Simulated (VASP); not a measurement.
**Mg2Sn: single point with r2SCAN**

Crystal: Mg2Sn.

```
CELL_PARAMETERS angstrom
0.00000 3.38050 3.38050
3.38050 0.00000 3.38050
3.38050 3.38050 0.00000
ATOMIC_POSITIONS crystal
Mg 0.25000 0.25000 0.25000
Mg 0.75000 0.75000 0.75000
Sn 0.00000 0.00000 0.00000
```

```json
{
 "Program": "VASP 6.6.1",
 "Task": "single point",
 "Functional": "r2SCAN",
 "Potentials or basis": "VASP PAW PBE potentials, release 64 (Mg, Sn_d)",
 "Cutoff": "660 eV",
 "k mesh": "8 × 8 × 8",
 "Occupations": "gaussian, width 0.05 eV",
 "Spin": "no spin polarisation"
}
```

```yaml
Pressure: -0.2 GPa
```

Levels at points of the mesh, in eV from the Fermi level:
| k point | band 7 | band 8 | band 9 | band 10 | band 11 | band 12 |
| --- | --- | --- | --- | --- | --- | --- |
| (0.00, 0.00, 0.00) | -0.09 | -0.09 | -0.09 | 1.92 | 2.31 | 2.31 |
| (0.50, 0.00, 0.00) | -5.05 | -0.96 | -0.96 | 1.03 | 2.40 | 2.40 |
| (0.50, 0.50, 0.00) | -4.81 | -2.29 | -2.29 | 0.09 | 0.33 | 7.80 |

Wall time 4.5 min on 1 thread of Intel Xeon 8259CL (shared host), peak memory 0.28 GiB.

Caveat: the PAW data sets were made with another functional, which shifts forces and pressure a little; spin-orbit coupling is left out, which moves the levels of the heavy elements.
